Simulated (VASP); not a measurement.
Here is a VASP 6.6.1 calculation.

The input INCAR:

```
ALGO = Fast
EDIFF = 1E-6
ENCUT = 520
GGA = PE
ISIF = 2
ISMEAR = 0
IVDW = 12
LASPH = T
LCHARG = F
LREAL = F
LWAVE = F
NBANDS = 13
NELM = 100
PREC = Accurate
SIGMA = 0.15
```

The input KPOINTS:

```
k-points
0
Gamma
  26 26 26
```

Contents of POSCAR:

```
Sn
1.0
   -1.6995450327      1.6997457086      2.3096829868
    1.6995450327     -1.6997457086      2.3096829868
    1.6995450327      1.6997457086     -2.3096829868
Sn
1
Direct
    0.0000000000      0.0000000000      0.0000000000
```

Potentials or basis: VASP PAW PBE potentials, release 64 (Sn_d).

Command:

```bash
$ cat potpaw_PBE.64/Sn_d/POTCAR > POTCAR
$ mpirun -np 1 vasp_std > vasp.out
```

Predict the pressure.

0.1 GPa.

Estimate the dispersion energy per atom.

-0.392 eV.
